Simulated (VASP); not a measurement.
Input of a VASP 6.6.1 run:

INCAR

```
ALGO = Normal
EDIFF = 1E-6
ENCUT = 520
GGA = PE
ISIF = 2
ISMEAR = 0
IVDW = 12
LASPH = True
LCHARG = False
LREAL = False
LWAVE = False
NBANDS = 16
NELM = 100
PREC = Accurate
SIGMA = 0.15
```

The input KPOINTS:

```
k-points
0
Gamma
  22 22 8
```

The input POSCAR:

```
C
1.0
    1.2327689981     -2.1341461166      0.0000000000
    1.2327689981      2.1341461166      0.0000000000
    0.0000000000      0.0000000000      6.7989836842
C
4
Direct
    0.0083669940      0.8792104185      0.7500000000
    0.5833101797      0.4166898203      0.2500000000
    0.9166898203      0.0833101797      0.2500000000
    0.4166898203      0.5833101797      0.7500000000
```

Potentials or basis: VASP PAW PBE potentials, release 64 (C).

Run with:

```sh
$ cat potpaw_PBE.64/C/POTCAR > POTCAR
$ mpirun -np 1 vasp_std > vasp.out
```

Question: What does it give for the pressure?

Answer: 7.3 GPa.

Question: Estimate the dispersion energy per atom.

Answer: -0.154 eV.

Question: Predict the largest force.

Answer: 10.501 eV/Å.

Question: Estimate the band gap on the k mesh.

Answer: Zero (band 8 reaches 4.40 eV, above the bottom of band 9 at 4.30 eV).

Stress tensor (GPa, compression positive):
```
16.57 -9.86  0.00
-9.86  5.13  0.00
 0.00  0.00  0.16
```

Caveat: the cell differs from its parent crystal (atom 1 (C) moved +0.160 Å towards its neighbour atom 4 (C) at 1.423 Å); forces of over 1 eV/Å act on the atoms, so gaps and moduli don't describe the material at rest.
